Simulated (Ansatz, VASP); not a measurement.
**SnTe in VASP and in Ansatz**

The input INCAR:

```
ALGO = Normal ; EDIFF = 1E-7
ENCUT = 520 ; GGA = PS
GGA_COMPAT = False ; ISIF = 2
ISMEAR = 0 ; LASPH = True
LCHARG = False ; LORBIT = 11
LORBMOM = True ; LREAL = False
LSORBIT = True ; LWAVE = False
MAGMOM = 0 0 0 0 0 0 ; NBANDS = 32
NELM = 150 ; PREC = Accurate
SIGMA = 0.02
```

KPOINTS

```
k-points
0
Gamma
  8 8 8
```

The input POSCAR:

```
SnTe
1.0
    0.0000000000      3.1508500000      3.1508500000
    3.1508500000      0.0000000000      3.1508500000
    3.1508500000      3.1508500000      0.0000000000
Sn Te
1 1
Direct
    0.0000000000      0.0000000000      0.0000000000
    0.5000000000      0.5000000000      0.5000000000
```

Input for Ansatz:

```yaml
crystal:
  lattice:
    - [0.0, 3.15085, 3.15085]
    - [3.15085, 0.0, 3.15085]
    - [3.15085, 3.15085, 0.0]
  atoms:
    - { symbol: Sn, position: [0.0, 0.0, 0.0] }
    - { symbol: Te, position: [0.5, 0.5, 0.5] }
basis:
  ecutwfc: 420
kpoints:
  mp_grid: { grid: [8, 8, 8] }
scf:
  occupations: { method: gaussian, width: 0.02 }
  n_extra_bands: 8
hamiltonian:
  xc: pbesol
  pseudopotentials: { kind: paw_fr, azcp: { folder: soft_1 } }
output:
  eigenvalues: true
magnetization:
  noncollinear: true
  spin_orbit: true
```

Alike in both runs: task single point; functional PBEsol; k mesh 8 × 8 × 8; occupations gaussian, width 0.02 eV; non-collinear spin, spin-orbit coupling.

|  | VASP | Ansatz |
| --- | --- | --- |
| version | VASP 6.6.1 | Ansatz 0.2.0 |
| potentials or method | VASP PAW PBE potentials, release 64 (Sn_d, Te), cutoff 520 eV | plane-wave PAW |
| valence electrons in the cell | 20 | 30 |

```tsv
	VASP	Ansatz	Ansatz less VASP
net moment per atom (μB)	0.00	0.00	0.000
```

VASP's potentials were made for PBE, not for PBEsol, and Ansatz warns of the same on its side. The functional is the same, so the differences come from potentials, cutoffs and numerics. VASP's potentials hold 20 valence electrons a cell and Ansatz's 30, so a difference there can come from the potentials and not from the codes.
